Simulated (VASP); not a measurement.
Here is a VASP 6.6.1 calculation.

File INCAR:

```
  PREC = Accurate
  ENCUT = 520
  EDIFF = 1E-6
  ISMEAR = 0
  SIGMA = 0.1
  LREAL = False
  LASPH = True
  NELM = 100
  ALGO = Normal
  ISIF = 2
  LWAVE = False
  LCHARG = False
  LDIPOL = True
  IDIPOL = 3
  DIPOL = 0.5 0.5 0.481
  GGA = PS
  NBANDS = 36
```

The input KPOINTS:

```
regular mesh
0
Gamma
  9 9 1
```

The input POSCAR:

```
Hf3CuC3
1.0
    3.2578677669      0.0000000000      0.0000000000
   -1.6289338835      2.8213962483      0.0000000000
    0.0000000000      0.0000000000     25.6500947320
Hf C Cu
3 3 1
Direct
    0.3333333333      0.6666666667      0.3313827917
    0.0000000000      0.0000000000      0.4350875897
    0.6666666667      0.3333333333      0.5385039574
    0.6666666667      0.3333333333      0.3832351907
    0.3333333333      0.6666666667      0.4866137868
    0.0000000000      0.0000000000      0.5829937958
    0.3333333333      0.6666666667      0.6122185234
```

Potentials or basis: VASP PAW PBE potentials, release 64 (Hf_pv, C, Cu).

Command:

```sh
$ cat potpaw_PBE.64/Hf_pv/POTCAR potpaw_PBE.64/C/POTCAR potpaw_PBE.64/Cu/POTCAR > POTCAR
$ mpirun -np 1 vasp_std > vasp.out
```

(1) Estimate the largest force.

(2) What does it give for the band gap on the k mesh?

Answers

(1) 2.006 eV/Å.

(2) zero (an odd number of electrons rules out a gap without spin polarisation).

Caveat: the PAW data sets were made with another functional, which shifts forces and pressure a little; spin-orbit coupling is left out, which moves the levels of the heavy elements.
